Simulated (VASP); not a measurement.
A run of VASP 6.6.1 is set up as follows.

File INCAR:

```
SYSTEM = SiC
PREC = Accurate ; ENCUT = 600
EDIFF = 1E-6 ; ISMEAR = 0
SIGMA = 0.01 ; LREAL = .False.
LASPH = .True. ; NELM = 120
ALGO = Normal ; ISIF = 2
LWAVE = .False. ; LCHARG = .False.
GGA = PE ; NBANDS = 11
GGA_COMPAT = .False.
```

File KPOINTS:

```
Automatic mesh
0
Gamma
  3 3 3
  0 0 0
```

The input POSCAR:

```
SiC
1.0
    0.0000000000      2.0607553000      2.0607553000
    2.0607553000      0.0000000000      2.0607553000
    2.0607553000      2.0607553000      0.0000000000
Si C
1 1
Direct
    0.0000000000      0.0000000000      0.0000000000
    0.2500000000      0.2500000000      0.2500000000
```

Potentials or basis: VASP PAW PBE potentials, release 64 (Si, C).

The run is started by

```bash
$ cat potpaw_PBE.64/Si/POTCAR potpaw_PBE.64/C/POTCAR > POTCAR
$ mpirun -np 1 vasp_std > vasp.out
```

Task: Estimate the band gap on the k mesh.

Result: 2.60 eV, indirect (least direct gap 5.51 eV).

Task: Predict the pressure.

Result: 57.1 GPa.

Caveat: the k points lie up to 0.88 Å⁻¹ apart. PBE gaps usually lie below the measured ones, often by a third to a half.
